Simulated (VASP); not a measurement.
Wanted: the native input for a VASP 6.6.1 run.

```
Task                   : single point
Functional             : PBE
Dispersion             : D3(BJ)
Potentials or basis    : VASP PAW PBE potentials, release 64 (B, N)
Cutoff                 : 520 eV
k mesh                 : 12 × 12 × 12
Occupations            : gaussian, width 0.02 eV
Spin                   : no spin polarisation
Dipole correction      : no
Further INCAR settings : ALGO = Normal; EDIFF = 1e-06; NBANDS = 11
```

The structure of BN lies in POSCAR:

```
BN
1.0
    0.0000000000      1.8032542403      1.8032542403
    1.8032542403      0.0000000000      1.8032542403
    1.8032542403      1.8032542403      0.0000000000
B N
1 1
Direct
    0.0000000000      0.0000000000      0.0000000000
    0.7500000000      0.7500000000      0.7500000000
```

The input as run:

INCAR

```
SYSTEM = BN
ALGO = Normal ; EDIFF = 1E-6
ENCUT = 520 ; GGA = PE
ISIF = 2 ; ISMEAR = 0
IVDW = 12 ; LASPH = .True.
LCHARG = .True. ; LELF = .True.
LREAL = .False. ; LVHAR = .True.
LWAVE = .False. ; NBANDS = 11
NELM = 80 ; PREC = Accurate
SIGMA = 0.02
```

KPOINTS

```
k-points
0
Gamma
  12 12 12
  0 0 0
```

Potentials or basis: VASP PAW PBE potentials, release 64 (B, N).

Run with:

```sh
$ cat potpaw_PBE.64/B/POTCAR potpaw_PBE.64/N/POTCAR > POTCAR
$ mpirun -np 1 vasp_std > vasp.out
```

It gave:

```
Pressure                   : 0.3 GPa
Band gap on the k mesh     : 4.47 eV, indirect (least direct gap 8.85 eV)
Dispersion energy per atom : -0.211 eV
```

Wall time 5.9 s on 1 thread of Intel(R) Xeon(R) Platinum 8559C (Emerald Rapids) (shared host), peak memory 0.13 GiB.
